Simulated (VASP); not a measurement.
# PbF2 (Fluorocronite) (Fm-3m) in VASP: notebook

Runs on PbF2 (Fluorocronite). Level: PBE. Tasks: relaxation of cell and atoms.

All numbers are computed with VASP 6.6.1; they aren't measurements. Logs are shortened: lines on timing, memory, paths and dates and some standing lists are left out, and cuts for length are marked.

## (1) The cell of the first run

Symmetry: Fm-3m, No. 225, cubic system. The conventional cell has a = 5.927 Å, b = 5.927 Å, c = 5.927 Å, α = 90.00°, β = 90.00°, γ = 90.00°. Within 3.4 Å of Pb (site symmetry m-3m) lie 8 F at 2.57 Å. F (site symmetry -43m) has 4 Pb at 2.57 Å and 6 F at 2.96 Å within 3.4 Å.

## (2) Relaxation of cell and atoms, PBE, target pressure 30 GPa, at which the enthalpy is minimised

Contents of INCAR:

```
SYSTEM = PbF2
ALGO = Normal
EDIFF = 1E-6
EDIFFG = -0.03
ENCUT = 600
GGA = PE
IBRION = 2
ISIF = 3
ISMEAR = 0
LASPH = .True.
LCHARG = .False.
LREAL = .False.
LWAVE = .False.
NELM = 100
NSW = 80
PREC = Accurate
PSTRESS = 300.0
SIGMA = 0.01
```

Contents of KPOINTS:

```
k-points
0
Gamma
  6 6 6
  0 0 0
```

Contents of POSCAR:

```
PbF2
1.0
    0.0000000000      2.9636600000      2.9636600000
    2.9636600000      0.0000000000      2.9636600000
    2.9636600000      2.9636600000      0.0000000000
Pb F
1 2
Direct
    0.0000000000      0.0000000000      0.0000000000
    0.2500000000      0.2500000000      0.2500000000
    0.7500000000      0.7500000000      0.7500000000
```

Potentials or basis: VASP PAW PBE potentials, release 64 (Pb_d, F).

Run with:

```sh
> cat potpaw_PBE.64/Pb_d/POTCAR potpaw_PBE.64/F/POTCAR > POTCAR
> mpirun -np 1 vasp_std > vasp.out
```

OUTCAR:

```text
SYSTEM = PbF2
   EDIFF = 1E-6
   EDIFFG = -0.03
   ENCUT = 600
   GGA = PE
   IBRION = 2
   ISIF = 3
   ISMEAR = 0
   LASPH = .True.
   LREAL = .False.
   NELM = 100
   NSW = 80
   PREC = Accurate
   PSTRESS = 300.0

 ion  position               nearest neighbor table
   1  0.000  0.000  0.000-   3 2.57   3 2.57   3 2.57   2 2.57   2 2.57   2 2.57   3 2.57   2 2.57

   2  0.250  0.250  0.250-   1 2.57   1 2.57   1 2.57   1 2.57
   3  0.750  0.750  0.750-   1 2.57   1 2.57   1 2.57   1 2.57

  LATTYP: Found a face centered cubic cell.
 ALAT       =     5.9273200000

  Lattice vectors:

 A1 = (   0.0000000000,   2.9636600000,   2.9636600000)
 A2 = (   2.9636600000,   0.0000000000,   2.9636600000)
 A3 = (   2.9636600000,   2.9636600000,   0.0000000000)

Analysis of symmetry for initial positions (statically):
=====================================================================
 Subroutine PRICEL returns:
 Original cell was already a primitive cell.

 Routine SETGRP: Setting up the symmetry group for a
 face centered cubic supercell.

 Subroutine GETGRP returns: Found 48 space group operations
 (whereof 48 operations were pure point group operations)
 out of a pool of 48 trial point group operations.

The static configuration has the point symmetry O_h .

Analysis of symmetry for dynamics (positions and initial velocities):
=====================================================================
 Subroutine PRICEL returns:
 Original cell was already a primitive cell.

 Routine SETGRP: Setting up the symmetry group for a
 face centered cubic supercell.

 Subroutine GETGRP returns: Found 48 space group operations
 (whereof 48 operations were pure point group operations)
 out of a pool of 48 trial point group operations.

The dynamic configuration has the point symmetry O_h .

 Subroutine INISYM returns: Found 48 space group operations
 (whereof 48 operations are pure point group operations),
 and found     1 'primitive' translations

----------------------------------------------------------------------------------------

                                     Primitive cell

  volume of cell :      52.0613

  direct lattice vectors                    reciprocal lattice vectors
     0.000000000  2.963660000  2.963660000    -0.168710311  0.168710311  0.168710311
     2.963660000  0.000000000  2.963660000     0.168710311 -0.168710311  0.168710311
     2.963660000  2.963660000  0.000000000     0.168710311  0.168710311 -0.168710311

  length of vectors
     4.191248166  4.191248166  4.191248166     0.292214830  0.292214830  0.292214830

  position of ions in fractional coordinates (direct lattice)
     0.000000000  0.000000000  0.000000000
     0.250000000  0.250000000  0.250000000
     0.750000000  0.750000000  0.750000000

  ion indices of the primitive-cell ions
   primitive index   ion index
                 1           1
                 2           2
                 3           3

----------------------------------------------------------------------------------------

 KPOINTS: k-points

Automatic generation of k-mesh.
 Grid dimensions read from file:
 generate k-points for:    6    6    6

 Generating k-lattice:

  Cartesian coordinates                     Fractional coordinates (reciprocal lattice)
    -0.028118385  0.028118385  0.028118385     0.166666667  0.000000000  0.000000000
     0.028118385 -0.028118385  0.028118385     0.000000000  0.166666667  0.000000000
     0.028118385  0.028118385 -0.028118385     0.000000000  0.000000000  0.166666667

  Length of vectors
     0.048702472  0.048702472  0.048702472

  Shift w.r.t. Gamma in fractional coordinates (k-lattice)
     0.000000000  0.000000000  0.000000000

 Subroutine IBZKPT returns following result:
 ===========================================

 Found     16 irreducible k-points:

 Following reciprocal coordinates:
            Coordinates               Weight
  0.000000  0.000000  0.000000      1.000000
  0.166667  0.000000  0.000000      8.000000
  0.333333  0.000000  0.000000      8.000000
  0.500000  0.000000  0.000000      4.000000
  0.166667  0.166667  0.000000      6.000000
  0.333333  0.166667  0.000000     24.000000
[... 8 lines left out ...]
 -0.333333  0.333333  0.166667     24.000000
 -0.333333  0.500000  0.166667     12.000000
   k-points           NKPTS =     16   k-points in BZ     NKDIM =     16   number of bands    NBANDS=     18
   number of dos      NEDOS =    301   number of ions     NIONS =      3
   total plane-waves  NPLWV =  46656
   dimension x,y,z NGX =    36 NGY =   36 NGZ =   36
   dimension x,y,z NGXF=    72 NGYF=   72 NGZF=   72
   ions per type =               1   2
   NGX,Y,Z   is equivalent  to a cutoff of  14.28, 14.28, 14.28 a.u.
   NGXF,Y,Z  is equivalent  to a cutoff of  28.56, 28.56, 28.56 a.u.
 SYSTEM =  PbF2
   PREC   = accura    normal or accurate (medium, high low for compatibility)
   ISTART =      0    job   : 0-new  1-cont  2-samecut
   ICHARG =      2    charge: 1-file 2-atom 10-const
   ISPIN  =      1    spin polarized calculation?
   LNONCOLLINEAR =      F non collinear calculations
   LSORBIT =      F    spin-orbit coupling
   LASPH  =      T    aspherical Exc in radial PAW
   ENCUT  =  600.0 eV  44.10 Ry    6.64 a.u.   8.37  8.37  8.37*2*pi/ulx,y,z
   NELM   =    100;   NELMIN=  2; NELMDL= -5     # of ELM steps
   EDIFF  = 0.1E-05   stopping-criterion for ELM
   LREAL  =      F    real-space projection
   EDIFFG = -.3E-01   stopping-criterion for IOM
   NSW    =     80    number of steps for IOM
   IBRION =      2    ionic relax: 0-MD 1-quasi-New 2-CG
   NFREE  =      1    steps in history (QN), initial steepest desc. (CG)
   ISIF   =      3    stress and relaxation
   ISYM   =      2    0-nonsym 1-usesym 2-fastsym
   POTIM  = 0.5000    time-step for ionic-motion
   TEBEG  =    0.0;   TEEND  =   0.0 temperature during run
   PSTRESS=  300.0 pullay stress
   NELECT =      28.0000    total number of electrons
   NUPDOWN=      -1.0000    fix difference up-down
   EMIN   =  10.00;   EMAX   =-10.00  energy-range for DOS
   EFERMI =   0.00;   METHOD = LEGACY
   ISMEAR =     0;   SIGMA  =   0.01  broadening in eV -4-tet -1-fermi 0-gaus
   EFERMI_NEDOS =   21; number of points for ismear=-14 and -15
   IALGO  =     38    algorithm
   IMIX   =      4    mixing-type and parameters
     AMIX     =   0.40;   BMIX     =  1.00
     AMIX_MAG =   1.60;   BMIX_MAG =  1.00
  volume/ion in A,a.u.               =      17.35       117.11
  Fermi-wavevector in a.u.,A,eV,Ry     =   1.331340  2.515869 24.115883  1.772467
  Thomas-Fermi vector in A             =   2.460359
   LORBIT       =      0    0 simple, 1 ext, 2 COOP (PROOUT), +10 PAW based schemes
   GGA     = PE    functional components
   LHFCALC =     F    Hartree Fock is set to
   AEXX    =    0.0000 exact exchange contribution
   IVDW    =     0    specifies the selected vdW correction
   LEPSILON=     F    determine dielectric tensor
   LRPA    =     F    only Hartree local field effects (RPA)
 conjugate gradient relaxation of ions
 non-spin polarized calculation
 Gauss-broadening in eV      SIGMA  =   0.01
  energy-cutoff  :      600.00
  volume of cell :       52.06
 maximum number of plane-waves:      1807
 NGX is ok and might be reduce to    36
   NGX = 17   NGY = 17   NGZ = 17

--------------------------------------- Ionic step        1  -------------------------------------------

 number of electron      28.0000008 magnetization

 Free energy of the ion-electron system (eV)
  ---------------------------------------------------
  ext. energy  EPLUGINS =         0.00000000
  ---------------------------------------------------
  free energy    TOTEN  =       -14.33742032 eV

  energy without entropy =      -14.33742032  energy(sigma->0) =      -14.33742032

 E-fermi :   1.9140     XC(G=0):  -9.4061

 val. band max:        1.8655209551   @ k =  -0.3333   0.3333   0.1667
 cond. band min:       6.3047838257   @ k =   0.5000   0.5000   0.0000
 fundamental gap:      4.4392628706
 Fermi energy:         1.9139966802

 k-point     1 :       0.0000    0.0000    0.0000
  band No.  band energies     occupation
      1     -19.2098      2.00000
      2     -18.5906      2.00000
      3     -12.5490      2.00000
      4     -12.5490      2.00000
      5     -12.5490      2.00000
      6     -12.4925      2.00000
[... 10 lines left out ...]
     17       8.6642      0.00000
     18      12.5308      0.00000

 k-point     2 :       0.1667    0.0000    0.0000
  band No.  band energies     occupation
      1     -19.1579      2.00000
      2     -18.6376      2.00000
      3     -12.5391      2.00000
      4     -12.5391      2.00000
      5     -12.4946      2.00000
      6     -12.4916      2.00000
[... 10 lines left out ...]
     17       8.8824      0.00000
     18      13.9340      0.00000
[... 431 lines left out ...]
 POSITION                                       TOTAL-FORCE (eV/Angst)
 -----------------------------------------------------------------------------------
      5.52555      2.76278      2.76278        -0.000000      0.000000     -0.000000
      1.38139      1.38139      1.38139         0.000000      0.000000      0.000000
      4.14416      4.14416      4.14416        -0.000000     -0.000000     -0.000000
 -----------------------------------------------------------------------------------
    total drift:                                0.000000      0.000000      0.000000

  FREE ENERGIE OF THE ION-ELECTRON SYSTEM (eV)
  ---------------------------------------------------
  free  energy   TOTEN  =       -13.5059814515 eV

  energy  without entropy=      -13.5059814515  energy(sigma->0) =      -13.50598145

  enthalpy is  TOTEN    =        -5.6086994673 eV   P V=        7.8972819842

--------------------------------------- Ionic step        5  -------------------------------------------

 number of electron      28.0000006 magnetization

 Free energy of the ion-electron system (eV)
  ---------------------------------------------------
  ext. energy  EPLUGINS =         0.00000000
  ---------------------------------------------------
  free energy    TOTEN  =       -13.47179264 eV

  energy without entropy =      -13.47179264  energy(sigma->0) =      -13.47179264

 E-fermi :   5.0735     XC(G=0): -10.5307

 val. band max:        4.9599647972   @ k =  -0.3333   0.5000   0.1667
 cond. band min:       9.2690827066   @ k =   0.5000   0.5000   0.0000
 fundamental gap:      4.3091179094
 Fermi energy:         5.0735148694

 k-point     1 :       0.0000    0.0000    0.0000
  band No.  band energies     occupation
      1     -18.2529      2.00000
      2     -17.1367      2.00000
      3     -10.0492      2.00000
      4     -10.0492      2.00000
      5     -10.0492      2.00000
      6      -9.8340      2.00000
[... 10 lines left out ...]
     17      11.7551      0.00000
     18      16.0285      0.00000

 k-point     2 :       0.1667    0.0000    0.0000
  band No.  band energies     occupation
      1     -18.1595      2.00000
      2     -17.2263      2.00000
      3     -10.0220      2.00000
      4     -10.0220      2.00000
      5      -9.9155      2.00000
      6      -9.8346      2.00000
[... 10 lines left out ...]
     17      12.1010      0.00000
     18      17.7643      0.00000
[... 305 lines left out ...]
 VOLUME and BASIS-vectors are now :
 -----------------------------------------------------------------------------
  energy-cutoff  :      600.00
  volume of cell :       41.99
      direct lattice vectors                 reciprocal lattice vectors
    -0.000000000  2.758758217  2.758758217    -0.181240964  0.181240964  0.181240964
     2.758758217  0.000000000  2.758758217     0.181240964 -0.181240964  0.181240964
     2.758758217  2.758758217  0.000000000     0.181240964  0.181240964 -0.181240964

 POSITION                                       TOTAL-FORCE (eV/Angst)
 -----------------------------------------------------------------------------------
     -0.00000      0.00000      0.00000         0.000000      0.000000      0.000000
      1.37938      1.37938      1.37938        -0.000000     -0.000000     -0.000000
      4.13814      4.13814      4.13814         0.000000      0.000000      0.000000
 -----------------------------------------------------------------------------------
    total drift:                                0.000000      0.000000      0.000000

  FREE ENERGIE OF THE ION-ELECTRON SYSTEM (eV)
  ---------------------------------------------------
  free  energy   TOTEN  =       -13.4717926395 eV

  energy  without entropy=      -13.4717926395  energy(sigma->0) =      -13.47179264

  enthalpy is  TOTEN    =        -5.6089137345 eV   P V=        7.8628789049

 reached required accuracy - stopping structural energy minimisation
```

It took 53 s on 1 thread of AMD EPYC 9R45 (Zen 5), shared host; peak memory 0.19 GiB.

What came out:

* Free energy: -13.4718 eV
* Relaxed volume: 14.00 Å³/atom
* Relaxed cell: a = 3.901 Å, b = 3.901 Å, c = 3.901 Å, α = 60.00°, β = 60.00°, γ = 60.00°
* Space group after relaxing (to 0.05 Å): Fm-3m (No. 225)
* Energy change on relaxing (the enthalpy is what falls): +288.5 meV/atom
* Ionic steps: 5
* Pressure after relaxing: 30.2 GPa
* Band gap on the k mesh: 4.31 eV, indirect (least direct gap 4.45 eV)

Step by step:
```csv
step,energy change (eV),largest force (eV/Å),pressure (GPa),volume (Å³)
1,0.0000,0.0000,2.44,52.06
2,4.5350,0.0000,110.92,32.65
3,0.7603,0.0000,27.61,42.58
4,0.8314,0.0000,29.40,42.18
5,0.8656,0.0000,30.24,41.99
```

Final structure:
```
Pb F
1.0
     0.00000    2.75876    2.75876
     2.75876    0.00000    2.75876
     2.75876    2.75876    0.00000
Pb F
1 2
Direct
  0.00000 0.00000 0.00000
  0.25000 0.25000 0.25000
  0.75000 0.75000 0.75000
```

Levels at points of the mesh, in eV from the valence-band top:
```tsv
k point	band 10	band 11	band 12	band 13	band 14	band 15	band 16	band 17	band 18
(0.00, 0.00, 0.00)	-4.05	-4.05	-3.57	-3.57	-3.57	6.80	6.80	6.80	11.07
(0.50, 0.00, 0.00)	-4.52	-4.52	-3.67	-3.67	-0.13	4.81	8.27	8.27	13.48
(0.50, 0.50, 0.00)	-5.68	-3.02	-2.93	-2.93	-0.14	4.31	8.29	8.63	8.63
```

Caveat: the cell is relaxed towards a set pressure, so the enthalpy falls and the energy may rise; the volume moved by over 15 % at a fixed basis, so the end points are rough; spin-orbit coupling is left out, which moves the levels of the heavy elements. A k mesh can miss the band edges.

(Continued in part 2 of 2.)
